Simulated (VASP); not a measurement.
# Ti5Si (R32) in VASP: single point with PBE

Aim: the single point of Ti5Si with PBE.

Program: VASP 6.6.1. These are calculated values, not measurements. Logs are shortened: lines on timing, memory, paths and dates and some standing lists are left out, and cuts for length are marked.

## 1. The cell of the first run

It takes space group R32 (No. 155, trigonal). Conventional cell: a = 5.301 Å, b = 5.301 Å, c = 12.649 Å, α = 90.00°, β = 90.00°, γ = 120.00°. Within 3.9 Å of Ti (site symmetry 3) lie 13 Ti at 2.82 to 3.83 Å and 3 Si at 3.07 Å. Ti (site symmetry 2) has 2 Si at 2.66 Å and 12 Ti at 2.82 to 3.73 Å within 3.8 Å. Si (site symmetry 32) has 12 Ti at 2.66 to 3.07 Å within 3.5 Å.

## 2. Single point, PBE (strain +0.050 along x and y, -0.050 along z)

Contents of INCAR:

```
SYSTEM = Ti5Si
PREC = Accurate ; ENCUT = 520
EDIFF = 1E-6 ; ISMEAR = 0
SIGMA = 0.15 ; LREAL = .FALSE.
LASPH = .TRUE. ; NELM = 80
ALGO = Fast ; ISIF = 2
LWAVE = .FALSE. ; LCHARG = .FALSE.
GGA = PE ; NBANDS = 41
```

Contents of KPOINTS:

```
regular mesh
0
G
  12 12 12
  0 0 0
```

Contents of POSCAR:

```
Ti5Si
1.0
    2.6504579585      1.5302426158      4.2164409457
   -2.6504579585      1.5302426158      4.2164409457
    0.0000000000     -3.0604852317      4.2164409457
Ti Si
5 1
Direct
    0.1513621527      0.1513621527      0.1513621527
    0.6045557547      0.3954442453      0.0000000000
    0.0000000000      0.6045557547      0.3954442453
    0.8486378473      0.8486378473      0.8486378473
    0.3954442453      1.0000000000      0.6045557547
    0.5000000000      0.5000000000      0.5000000000
```

Potentials or basis: VASP PAW PBE potentials, release 64 (Ti_sv, Si).

On the command line:

```bash
cat potpaw_PBE.64/Ti_sv/POTCAR potpaw_PBE.64/Si/POTCAR > POTCAR
mpirun -np 1 vasp_std > vasp.out
```

OUTCAR:

```text
SYSTEM = Ti5Si
   PREC = Accurate
   ENCUT = 520
   EDIFF = 1E-6
   ISMEAR = 0
   LREAL = .FALSE.
   LASPH = .TRUE.
   NELM = 80
   ISIF = 2
   GGA = PE

 ion  position               nearest neighbor table
   1  0.151  0.151  0.151-   2 2.82   3 2.82   5 2.82   2 2.84   3 2.84   5 2.84
   2  0.605  0.395  0.000-   6 2.66   6 2.66   5 2.82   3 2.82   5 2.82   3 2.82   1 2.82   4 2.82
                             4 2.84   1 2.84
   3  0.000  0.605  0.395-   6 2.66   6 2.66   5 2.82   5 2.82   2 2.82   2 2.82   1 2.82   4 2.82
                             1 2.84   4 2.84
   4  0.849  0.849  0.849-   2 2.82   5 2.82   3 2.82   2 2.84   5 2.84   3 2.84
   5  0.395  0.000  0.605-   6 2.66   6 2.66   3 2.82   3 2.82   2 2.82   2 2.82   4 2.82   1 2.82
                             4 2.84   1 2.84
   6  0.500  0.500  0.500-   5 2.66   3 2.66   5 2.66   3 2.66   2 2.66   2 2.66

  LATTYP: Found a trigonal (rhomboedric) cell.
 ALAT       =     5.2100810072
 COS(alpha) =     0.4824135674

  Lattice vectors:

 A1 = (   2.6504579585,   1.5302426158,   4.2164409457)
 A2 = (  -2.6504579585,   1.5302426158,   4.2164409457)
 A3 = (   0.0000000000,  -3.0604852317,   4.2164409457)

Analysis of symmetry for initial positions (statically):
=====================================================================
 Subroutine PRICEL returns:
 Original cell was already a primitive cell.

 Routine SETGRP: Setting up the symmetry group for a
 trigonal (rhombohedral) supercell.

 Subroutine GETGRP returns: Found  6 space group operations
 (whereof  6 operations were pure point group operations)
 out of a pool of 12 trial point group operations.

The static configuration has the point symmetry D_3 .

Analysis of symmetry for dynamics (positions and initial velocities):
=====================================================================
 Subroutine PRICEL returns:
 Original cell was already a primitive cell.

 Routine SETGRP: Setting up the symmetry group for a
 trigonal (rhombohedral) supercell.

 Subroutine GETGRP returns: Found  6 space group operations
 (whereof  6 operations were pure point group operations)
 out of a pool of 12 trial point group operations.

The dynamic configuration has the point symmetry D_3 .

 Subroutine INISYM returns: Found  6 space group operations
 (whereof  6 operations are pure point group operations),
 and found     1 'primitive' translations

----------------------------------------------------------------------------------------

                                     Primitive cell

  volume of cell :     102.6074

  direct lattice vectors                    reciprocal lattice vectors
     2.650457959  1.530242616  4.216440946     0.188646644  0.108915191  0.079055615
    -2.650457959  1.530242616  4.216440946    -0.188646644  0.108915191  0.079055615
     0.000000000 -3.060485232  4.216440946     0.000000000 -0.217830382  0.079055615

  length of vectors
     5.210081007  5.210081007  5.210081007     0.231732314  0.231732314  0.231732314

  position of ions in fractional coordinates (direct lattice)
     0.151362153  0.151362153  0.151362153
     0.604555755  0.395444245  0.000000000
     0.000000000  0.604555755  0.395444245
     0.848637847  0.848637847  0.848637847
     0.395444245  0.000000000  0.604555755
     0.500000000  0.500000000  0.500000000

  ion indices of the primitive-cell ions
   primitive index   ion index
                 1           1
                 2           2
                 3           3
                 4           4
                 5           5
                 6           6

----------------------------------------------------------------------------------------

 KPOINTS: regular mesh

Automatic generation of k-mesh.
 Grid dimensions read from file:
 generate k-points for:   12   12   12

 Generating k-lattice:

  Cartesian coordinates                     Fractional coordinates (reciprocal lattice)
     0.015720554  0.009076266  0.006587968     0.083333333  0.000000000 -0.000000000
    -0.015720554  0.009076266  0.006587968     0.000000000  0.083333333 -0.000000000
     0.000000000 -0.018152532  0.006587968    -0.000000000 -0.000000000  0.083333333

  Length of vectors
     0.019311026  0.019311026  0.019311026

  Shift w.r.t. Gamma in fractional coordinates (k-lattice)
     0.000000000  0.000000000  0.000000000

 Subroutine IBZKPT returns following result:
 ===========================================

 Found    189 irreducible k-points:

 Following reciprocal coordinates:
            Coordinates               Weight
  0.000000  0.000000  0.000000      1.000000
  0.083333 -0.000000 -0.000000      6.000000
  0.166667 -0.000000 -0.000000      6.000000
  0.250000 -0.000000 -0.000000      6.000000
  0.333333  0.000000  0.000000      6.000000
  0.416667 -0.000000 -0.000000      6.000000
[... 16 lines left out ...]
  0.500000  0.166667 -0.000000     12.000000
 -0.416667  0.166667  0.000000     12.000000
 [... further k-points ...]
   k-points           NKPTS =    189   k-points in BZ     NKDIM =    189   number of bands    NBANDS=     41
   number of dos      NEDOS =    301   number of ions     NIONS =      6
   total plane-waves  NPLWV =  64000
   dimension x,y,z NGX =    40 NGY =   40 NGZ =   40
   dimension x,y,z NGXF=    80 NGYF=   80 NGZF=   80
   ions per type =               5   1
   NGX,Y,Z   is equivalent  to a cutoff of  12.76, 12.76, 12.76 a.u.
   NGXF,Y,Z  is equivalent  to a cutoff of  25.53, 25.53, 25.53 a.u.
 SYSTEM =  Ti5Si
   PREC   = accura    normal or accurate (medium, high low for compatibility)
   ISTART =      0    job   : 0-new  1-cont  2-samecut
   ICHARG =      2    charge: 1-file 2-atom 10-const
   ISPIN  =      1    spin polarized calculation?
   LNONCOLLINEAR =      F non collinear calculations
   LSORBIT =      F    spin-orbit coupling
   LASPH  =      T    aspherical Exc in radial PAW
   ENCUT  =  520.0 eV  38.22 Ry    6.18 a.u.   9.69  9.69  9.69*2*pi/ulx,y,z
   NELM   =     80;   NELMIN=  2; NELMDL= -5     # of ELM steps
   EDIFF  = 0.1E-05   stopping-criterion for ELM
   LREAL  =      F    real-space projection
   EDIFFG = 0.1E-04   stopping-criterion for IOM
   NSW    =      0    number of steps for IOM
   IBRION =     -1    ionic relax: 0-MD 1-quasi-New 2-CG
   NFREE  =      0    steps in history (QN), initial steepest desc. (CG)
   ISIF   =      2    stress and relaxation
   ISYM   =      2    0-nonsym 1-usesym 2-fastsym
   POTIM  = 0.5000    time-step for ionic-motion
   TEBEG  =    0.0;   TEEND  =   0.0 temperature during run
   PSTRESS=    0.0 pullay stress
   NELECT =      64.0000    total number of electrons
   NUPDOWN=      -1.0000    fix difference up-down
   EMIN   =  10.00;   EMAX   =-10.00  energy-range for DOS
   EFERMI =   0.00;   METHOD = LEGACY
   ISMEAR =     0;   SIGMA  =   0.15  broadening in eV -4-tet -1-fermi 0-gaus
   EFERMI_NEDOS =   21; number of points for ismear=-14 and -15
   IALGO  =     68    algorithm
   IMIX   =      4    mixing-type and parameters
     AMIX     =   0.40;   BMIX     =  1.00
     AMIX_MAG =   1.60;   BMIX_MAG =  1.00
  volume/ion in A,a.u.               =      17.10       115.40
  Fermi-wavevector in a.u.,A,eV,Ry     =   1.398756  2.643266 26.620052  1.956519
  Thomas-Fermi vector in A             =   2.521883
   LORBIT       =      0    0 simple, 1 ext, 2 COOP (PROOUT), +10 PAW based schemes
   GGA     = PE    functional components
   LHFCALC =     F    Hartree Fock is set to
   AEXX    =    0.0000 exact exchange contribution
   IVDW    =     0    specifies the selected vdW correction
   LEPSILON=     F    determine dielectric tensor
   LRPA    =     F    only Hartree local field effects (RPA)
 non-spin polarized calculation
 RMM-DIIS sequential band-by-band and
 Gauss-broadening in eV      SIGMA  =   0.15
  energy-cutoff  :      520.00
  volume of cell :      102.61
 maximum number of plane-waves:      2788
   NGX = 19   NGY = 19   NGZ = 19

 number of electron      64.0000003 magnetization

 Free energy of the ion-electron system (eV)
  ---------------------------------------------------
  ext. energy  EPLUGINS =         0.00000000
  ---------------------------------------------------
  free energy    TOTEN  =       -46.09675111 eV

  energy without entropy =      -46.02945532  energy(sigma->0) =      -46.06310322

 E-fermi :   8.2773     XC(G=0): -11.3732

 val. band max:        8.2768662117   @ k =   0.4167   0.4167   0.2500
 cond. band min:       8.2802728340   @ k =   0.2500   0.2500   0.0833
 fundamental gap:      0.0034066224
 Fermi energy:         8.2773147912

 k-point     1 :       0.0000    0.0000    0.0000
  band No.  band energies     occupation
      1     -48.5906      2.00000
      2     -48.5338      2.00000
      3     -48.3922      2.00000
      4     -48.3309      2.00000
      5     -48.3309      2.00000
      6     -25.0588      2.00000
[... 33 lines left out ...]
     40       9.8258      0.00000
     41      10.0143      0.00000

 k-point     2 :       0.0833   -0.0000   -0.0000
  band No.  band energies     occupation
      1     -48.5894      2.00000
      2     -48.5343      2.00000
      3     -48.3919      2.00000
      4     -48.3321      2.00000
      5     -48.3307      2.00000
      6     -25.0555      2.00000
[... 33 lines left out ...]
     40       9.8918      0.00000
     41       9.9967      0.00000

 k-point     3 :       0.1667   -0.0000   -0.0000
  band No.  band energies     occupation
      1     -48.5857      2.00000
      2     -48.5360      2.00000
      3     -48.3910      2.00000
      4     -48.3356      2.00000
      5     -48.3303      2.00000
      6     -25.0474      2.00000
[... 875 lines left out ...]
      2     -48.5480      2.00000
      3     -48.3836      2.00000
      4     -48.3560      2.00000
      5     -48.3283      2.00000
      6     -25.0315      2.00000
[... 33 lines left out ...]
     40       9.9080      0.00000
     41      10.0933      0.00000

 k-point    24 :      -0.4167    0.1667    0.0000
  band No.  band energies     occupation
      1     -48.5623      2.00000
      2     -48.5493      2.00000
      3     -48.3806      2.00000
      4     -48.3588      2.00000
      5     -48.3281      2.00000
      6     -25.0288      2.00000
[... 33 lines left out ...]
     40       9.8875      0.00000
     41      10.1149      0.00000

 [... further k-points ...]

------------------------ aborting loop because EDIFF is reached ----------------------------------------

  FORCE on cell =-STRESS in cart. coord.  units (eV):
  Direction    XX          YY          ZZ          XY          YZ          ZX
  --------------------------------------------------------------------------------------
  -------------------------------------------------------------------------------------
  Total       -4.6373349     -4.6373349      2.0525057      0.0000000     -0.0000000      0.0000000
  in kB      -72.4103353    -72.4103353     32.0491463      0.0000000     -0.0000000      0.0000000
  external PRESSURE =     -37.5905081 kB  Pullay stress =       0.0000000 kB

 VOLUME and BASIS-vectors are now :
 -----------------------------------------------------------------------------
  energy-cutoff  :      520.00
  volume of cell :      102.61
      direct lattice vectors                 reciprocal lattice vectors
     2.650457959  1.530242616  4.216440946     0.188646644  0.108915191  0.079055615
    -2.650457959  1.530242616  4.216440946    -0.188646644  0.108915191  0.079055615
     0.000000000 -3.060485232  4.216440946     0.000000000 -0.217830382  0.079055615

 POSITION                                       TOTAL-FORCE (eV/Angst)
 -----------------------------------------------------------------------------------
      0.00000     -0.00000      1.91463        -0.000000      0.000000     -0.324293
      0.55424      1.53024      4.21644        -0.069725      0.000000     -0.000000
     -1.60235     -0.28513      4.21644         0.034862     -0.060383      0.000000
      0.00000     -0.00000     10.73469        -0.000000     -0.000000      0.324293
      1.04811     -1.24511      4.21644         0.034862      0.060383      0.000000
      0.00000     -0.00000      6.32466        -0.000000      0.000000      0.000000
 -----------------------------------------------------------------------------------
    total drift:                                0.000000      0.000000     -0.000000

  FREE ENERGIE OF THE ION-ELECTRON SYSTEM (eV)
  ---------------------------------------------------
  free  energy   TOTEN  =       -46.0967511051 eV

  energy  without entropy=      -46.0294553249  energy(sigma->0) =      -46.06310322
```

Wall time 26 min (1 thread of Intel Xeon 6975P-C (Granite Rapids), shared host); peak memory 0.69 GiB.

Results:

* Free energy: -46.0968 eV
* Pressure: -3.8 GPa
* Largest force: 0.324 eV/Å
* Band gap on the k mesh: zero (bands 32 and 33 overlap by 0.31 eV)

Forces in eV/Å, atoms in the order of the input:
```
Ti   0.000  0.000 -0.324
Ti  -0.070  0.000  0.000
Ti   0.035 -0.060  0.000
Ti   0.000  0.000  0.324
Ti   0.035  0.060  0.000
Si   0.000  0.000  0.000
```

Stress tensor (GPa, compression positive):
```
-7.24  0.00  0.00
 0.00 -7.24  0.00
 0.00  0.00  3.20
```

Caveat: the cell differs from its parent crystal (strain +0.050 along x and y, -0.050 along z); the cell stands under tension.
